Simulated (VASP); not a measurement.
# MgO (I4/mmm) in VASP: G0W0 quasiparticle levels with PBE

Aim: the G0W0 quasiparticle levels of MgO with PBE.

Program: VASP 6.6.1. These are calculated values, not measurements. Logs are shortened: lines on timing, memory, paths and dates and some standing lists are left out, and cuts for length are marked.

### 1 The cell of the first run

Symmetry: I4/mmm, No. 139, tetragonal system. Conventional cell: a = 2.973 Å, b = 2.973 Å, c = 4.288 Å, α = 90.00°, β = 90.00°, γ = 90.00°. Within 2.8 Å of Mg (site symmetry 4/mmm) lie 6 O at 2.10 to 2.14 Å. Within 2.8 Å of O (site symmetry 4/mmm) lie 6 Mg at 2.10 to 2.14 Å.

### 2 G0W0 quasiparticle levels, PBE

Input file POSCAR:

```
MgO
1.0
    0.0000000000      2.1021674155      2.1442107638
    2.1021674155      0.0000000000      2.1442107638
    2.1021674155      2.1021674155      0.0000000000
Mg O
1 1
Direct
    0.0000000000      0.0000000000      0.0000000000
    0.5000000000      0.5000000000      0.5000000000
```

Input file INCAR.step1:

```
ALGO = Normal ; EDIFF = 1E-8
ENCUT = 500 ; GGA = PE
ISMEAR = 0 ; LASPH = T
LCHARG = F ; LREAL = F
LWAVE = T ; NELM = 100
PREC = Accurate ; SIGMA = 0.01
```

Input file INCAR.step2:

```
ALGO = Exact ; EDIFF = 1E-8
ENCUT = 500 ; GGA = PE
ISMEAR = 0 ; ISTART = 1
LASPH = T ; LCHARG = F
LOPTICS = T ; LREAL = F
LWAVE = T ; NBANDS = 83
NELM = 1 ; PREC = Accurate
SIGMA = 0.01
```

Input file INCAR.step3:

```
ALGO = EVGW0 ; EDIFF = 1E-8
ENCUT = 500 ; ENCUTGW = 150.0
GGA = PE ; ISMEAR = 0
ISTART = 1 ; LASPH = T
LCHARG = F ; LREAL = F
LWAVE = F ; NBANDS = 83
NBANDSGW = 12 ; NELMGW = 1
NOMEGA = 96 ; OMEGAMAX = 20
PREC = Accurate ; PRECFOCK = Fast
SIGMA = 0.01
```

Input file KPOINTS:

```
k-points
0
Gamma
  6 6 6
```

Potentials or basis: VASP PAW PBE potentials, release 64 (Mg_GW, O_GW).

The run is started by

```bash
$ cat potpaw_PBE.64/Mg_GW/POTCAR potpaw_PBE.64/O_GW/POTCAR > POTCAR
$ cp INCAR.step1 INCAR
$ mpirun -np 1 vasp_std > vasp.out
$ cp INCAR.step2 INCAR
$ mpirun -np 1 vasp_std > vasp.out
$ cp INCAR.step3 INCAR
$ mpirun -np 1 vasp_std > vasp.out
```

OUTCAR:

```text
EDIFF = 1E-8
   ENCUT = 500
   ENCUTGW = 150.0
   GGA = PE
   ISMEAR = 0
   ISTART = 1
   LASPH = T
   LREAL = F
   NELMGW = 1
   PREC = Accurate
   PRECFOCK = Fast

 ion  position               nearest neighbor table
   1  0.000  0.000  0.000-   2 2.10   2 2.10   2 2.10   2 2.10   2 2.14   2 2.14
   2  0.500  0.500  0.500-   1 2.10   1 2.10   1 2.10   1 2.10   1 2.14   1 2.14

  LATTYP: Found a body centered tetragonal cell.
 ALAT       =     2.9729136694
 C/A-ratio  =     1.4424978336

  Lattice vectors:

 A1 = (  -2.1021674155,   0.0000000000,   2.1442107638)
 A2 = (   2.1021674155,   0.0000000000,   2.1442107638)
 A3 = (   0.0000000000,   2.1021674155,  -2.1442107638)

Analysis of symmetry for initial positions (statically):
=====================================================================
 Subroutine PRICEL returns:
 Original cell was already a primitive cell.

 Routine SETGRP: Setting up the symmetry group for a
 body centered tetragonal supercell.

 Subroutine GETGRP returns: Found 16 space group operations
 (whereof 16 operations were pure point group operations)
 out of a pool of 16 trial point group operations.

The static configuration has the point symmetry D_4h.

Analysis of symmetry for dynamics (positions and initial velocities):
=====================================================================
 Subroutine PRICEL returns:
 Original cell was already a primitive cell.

 Routine SETGRP: Setting up the symmetry group for a
 body centered tetragonal supercell.

 Subroutine GETGRP returns: Found 16 space group operations
 (whereof 16 operations were pure point group operations)
 out of a pool of 16 trial point group operations.

The dynamic configuration has the point symmetry D_4h.

 Subroutine INISYM returns: Found 16 space group operations
 (whereof 16 operations are pure point group operations),
 and found     1 'primitive' translations
[... 90 lines left out ...]
   LNONCOLLINEAR =      F non collinear calculations
   LSORBIT =      F    spin-orbit coupling
   LASPH  =      T    aspherical Exc in radial PAW
   ENCUT  =  500.0 eV  36.75 Ry    6.06 a.u.   5.47  5.47  5.42*2*pi/ulx,y,z
   NELM   =     60;   NELMIN=  2; NELMDL=  0     # of ELM steps
   EDIFF  = 0.1E-07   stopping-criterion for ELM
   LREAL  =      F    real-space projection
   EDIFFG = 0.1E-06   stopping-criterion for IOM
   NSW    =      0    number of steps for IOM
   IBRION =     -1    ionic relax: 0-MD 1-quasi-New 2-CG
   NFREE  =      0    steps in history (QN), initial steepest desc. (CG)
   ISIF   =      0    stress and relaxation
   ISYM   =      3    0-nonsym 1-usesym 2-fastsym
   POTIM  = 0.5000    time-step for ionic-motion
   TEBEG  =    0.0;   TEEND  =   0.0 temperature during run
   PSTRESS=    0.0 pullay stress
   NELECT =       8.0000    total number of electrons
   NUPDOWN=      -1.0000    fix difference up-down
   EMIN   =  10.00;   EMAX   =-10.00  energy-range for DOS
   EFERMI =   0.00;   METHOD = LEGACY
   ISMEAR =     0;   SIGMA  =   0.01  broadening in eV -4-tet -1-fermi 0-gaus
   EFERMI_NEDOS =   21; number of points for ismear=-14 and -15
   IALGO  =     38    algorithm
   IMIX   =      4    mixing-type and parameters
     AMIX     =   0.40;   BMIX     =  1.00
     AMIX_MAG =   1.60;   BMIX_MAG =  1.00
  volume/ion in A,a.u.               =       9.48        63.94
  Fermi-wavevector in a.u.,A,eV,Ry     =   1.228082  2.320739 20.520118  1.508186
  Thomas-Fermi vector in A             =   2.363021
   LORBIT       =      0    0 simple, 1 ext, 2 COOP (PROOUT), +10 PAW based schemes
   GGA     = PE    functional components
   LHFCALC =     T    Hartree Fock is set to
   PRECFOCK=fast      Normal, Fast or Accurate (Low or Medium for compatibility)
   ENCUT4O =  -1.0   cutoff for four orbital integrals eV
   NKREDX  =     1    reduce k-point grid by
   NKREDY  =     1    reduce k-point grid by
   NKREDZ  =     1    reduce k-point grid by
   AEXX    =    1.0000 exact exchange contribution
   HFSCREEN=    0.0000 screening length (either q_TF or 0.3 A-1)
   HFSCREENC=   0.0000 screening length for correlation (either q_TF or 0.3 A-1)
   ENCUTFOCK=  -1.0 apply spherical cutoff to Coloumb kernel
   IVDW    =     0    specifies the selected vdW correction
   LEPSILON=     F    determine dielectric tensor
   LRPA    =     F    only Hartree local field effects (RPA)
   LRPAFORCE           =     F    calculate RPA forces
   ENCUTGW             = 150.0    cutoff for response function in eV
   ENCUTGWSOFT         = 120.0    soft cutoff for Coulomb kernel in GW response function in eV
   ENCUTLF             =  -1.0    cutoff for local field effects
   NELMGW              =     1    number of iterations in solving QP/BSE equation
   NELMHF              =     1    number of iterations in the inner HF iteration
   NKREDLFX            =     1    NKREDLFY  =   1   NKREDLFZ  =   1
 non-spin polarized calculation
 Gauss-broadening in eV      SIGMA  =   0.01
  energy-cutoff  :      500.00
  volume of cell :       18.95
 maximum number of plane-waves:       515
 NGX is ok and might be reduce to    24
  NGX = 14; NGY = 14; NGZ = 14
   NGX = 11   NGY = 11   NGZ = 11
 maximum number of plane-waves:        88
 NGX is ok and might be reduce to    14

 QP shifts <psi_nk| G(iteration)W_0 |psi_nk>: iteration 1
 for sc-GW calculations column KS-energies equals QP-energies in previous step
 and V_xc(KS)=  KS-energies - (<T + V_ion + V_H > + <T+V_H+V_ion>^1  + <V_x>^1)

 k-point   1 :       0.0000    0.0000    0.0000
  band No.  KS-energies  QP-energies   sigma(KS)   V_xc(KS)     V^pw_x(r,r')   Z            occupation Imag(sigma)

      1     -14.1222     -16.1250     -21.1310     -18.1339     -29.8980       0.6683       2.0000       1.0393
      2       3.0608       1.7758     -21.3365     -19.6936     -25.2031       0.7821       2.0000       0.0423
      3       3.0608       1.7758     -21.3365     -19.6936     -25.2031       0.7821       2.0000       0.0423
      4       3.1027       1.8310     -21.3042     -19.6793     -25.1272       0.7826       2.0000       0.0416
      5       7.6606       8.8744     -10.6445     -12.0873      -7.3892       0.8412       0.0000      -0.0411
      6      18.6679      19.8967      -7.5632      -9.0460      -3.1062       0.8287       0.0000      -0.0742
      7      18.8751      20.0799      -7.5047      -8.9619      -3.0201       0.8268       0.0000      -0.0780
      8      18.8751      20.0799      -7.5047      -8.9619      -3.0201       0.8268       0.0000      -0.0780
      9      22.6866      23.0735      -7.3570      -7.8626      -1.6566       0.7653       0.0000      -0.4051
     10      24.1259      25.6105      -7.9601      -9.7685      -3.2170       0.8210       0.0000      -0.1394
     11      24.7610      26.2668      -8.0046      -9.8437      -3.2296       0.8187       0.0000      -0.1528
     12      26.3785      27.8322      -7.4381      -9.2627      -1.7749       0.7967       0.0000      -0.4331
[... 356 lines left out ...]
      1     -12.6771     -14.7814     -22.6430     -19.7027     -31.2338       0.7157       2.0000       0.9766
      2      -0.6418      -2.4507     -17.8671     -15.4983     -21.9877       0.7636       2.0000       0.0669
      3       1.1963      -0.4020     -19.3437     -17.2818     -23.2947       0.7752       2.0000       0.0516
      4       1.8870       0.3861     -20.2172     -18.2847     -24.1850       0.7767       2.0000       0.0473
      5      12.7496      13.9183      -8.3259      -9.7186      -4.3627       0.8391       0.0000      -0.0504
      6      13.7110      15.2494      -9.8726     -11.7354      -5.8572       0.8258       0.0000      -0.0551
      7      15.9580      17.6079     -10.6885     -12.7501      -6.2102       0.8003       0.0000      -0.0740
      8      20.9818      22.5435      -9.4498     -11.4493      -4.2123       0.7810       0.0000      -0.1719
      9      21.3359      22.8807      -9.6392     -11.6154      -4.2952       0.7817       0.0000      -0.2069
     10      28.6628      30.0624      -8.3995     -10.1206      -2.8786       0.8132       0.0000      -0.5397
     11      29.5069      31.3659      -9.3810     -11.5934      -3.7250       0.8403       0.0000      -0.8098
     12      31.5446      32.9775      -7.7009      -9.4262      -2.1961       0.8305       0.0000      -0.6991

 [... further k-points ...]
```

OUTCAR.step1:

```text
EDIFF = 1E-8
   ENCUT = 500
   GGA = PE
   ISMEAR = 0
   LASPH = T
[... 486 lines left out ...]
 -----------------------------------------------------------------------------------
      0.00000      0.00000      0.00000         0.000000      0.000000      0.000000
      2.10217      2.10217      2.14421         0.000000      0.000000     -0.000000
 -----------------------------------------------------------------------------------
    total drift:                               -0.000000     -0.000000      0.000000

  FREE ENERGIE OF THE ION-ELECTRON SYSTEM (eV)
  ---------------------------------------------------
  free  energy   TOTEN  =       -11.9311254310 eV

  energy  without entropy=      -11.9311254310  energy(sigma->0) =      -11.93112543
```

It took 6.4 min on 1 thread of Intel Xeon 6975P-C (Granite Rapids), shared host; peak memory 0.41 GiB.

Results:

| Item | Value |
| --- | --- |
| Quasiparticle gap | 7.04 eV |
| Least direct quasiparticle gap | 7.04 eV |
| Band gap of the starting levels on the mesh | 4.56 eV |
| Least direct gap of the starting levels on the mesh | 4.56 eV |

Caveat: the k points lie up to 0.43 Å⁻¹ apart; bands, screening cutoff and mesh are small and nothing is extrapolated, so the quasiparticle values aren't converged.
